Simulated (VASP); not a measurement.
The system is Li2ZrN3.

```
CELL_PARAMETERS angstrom
4.07808 0.00000 0.00000
0.00000 4.07808 0.00000
0.00000 0.00000 5.17323
ATOMIC_POSITIONS crystal
Li 0.00000 0.50000 0.50000
Li 0.50000 0.00000 0.50000
Zr 0.00000 0.00000 0.00000
N 0.50000 0.50000 0.32032
N 0.50000 0.50000 0.67968
N 0.00000 0.00000 0.50000
```

The cell was generated, and may not be a known phase.

```yaml
Program: VASP 6.6.1
Task: relaxation of cell and atoms
Functional: PBE
Potentials_or_basis: VASP PAW PBE potentials, release 64 (Li_sv, Zr_sv, N)
Cutoff: 600 eV
k_mesh: 4 × 4 × 4
Occupations: gaussian, width 0.1 eV
Spin: no spin polarisation
```

At the start: pressure -23.8 GPa; volume 14.34 Å³/atom.

How do energy, volume and symmetry change on relaxing?

Over 18 steps the energy falls by 974.2 meV/atom and the volume is 11.62 Å³/atom (-19.0 %); space group P4/mmm (No. 123, to 0.1 Å) before and after.

The path:
```csv
step,energy change (eV),largest force (eV/Å),pressure (GPa),volume (Å³)
1,0.0000,2.0283,-23.75,86.03
2,-5.5514,2.3227,5.70,61.43
3,-5.5517,2.3707,5.45,61.49
4,-3.8898,23.6240,36.83,62.73
5,-5.6012,1.6868,6.77,61.61
6,-5.6267,1.0547,7.87,61.69
7,-5.6417,0.2699,10.03,61.83
8,-5.8048,1.3846,3.12,67.42
9,-5.8047,1.4174,3.01,67.53
10,-5.5829,3.8675,-8.14,70.65
11,-5.8237,0.2119,0.18,68.15
12,-5.8238,0.1324,0.33,68.12
13,-5.8425,0.1278,0.59,68.80
14,-5.8432,0.1270,0.66,68.96
15,-5.8446,0.1950,0.66,69.38
16,-5.8446,0.1912,0.66,69.38
17,-5.8453,0.0644,0.21,69.62
18,-5.8453,0.0139,0.04,69.72
```

Final structure:
```yaml
crystal:
  lattice:
    - [4.08359, 0.00000, 0.00000]
    - [0.00000, 4.08359, 0.00000]
    - [0.00000, 0.00000, 4.18078]
  atoms:
    - { symbol: Li, position: [0.00000, 0.50000, 0.50000] }
    - { symbol: Li, position: [0.50000, 0.00000, 0.50000] }
    - { symbol: Zr, position: [0.00000, 0.00000, 0.00000] }
    - { symbol: N, position: [0.50000, 0.50000, 0.35427] }
    - { symbol: N, position: [0.50000, 0.50000, 0.64573] }
    - { symbol: N, position: [0.00000, 0.00000, 0.50000] }
```

Caveat: the k points lie up to 0.38 Å⁻¹ apart in the final cell, too coarse for converged energies and pressures of a metal; the cutoff is under 1.25 times the usual one of these potentials, so pressure, stress and relaxed cells hold a basis-set (Pulay) error; the volume moved by over 15 % at a fixed basis, so the end points are rough; an odd number of electrons without spin polarisation forces a metal; a magnetic or distorted state may lie lower.
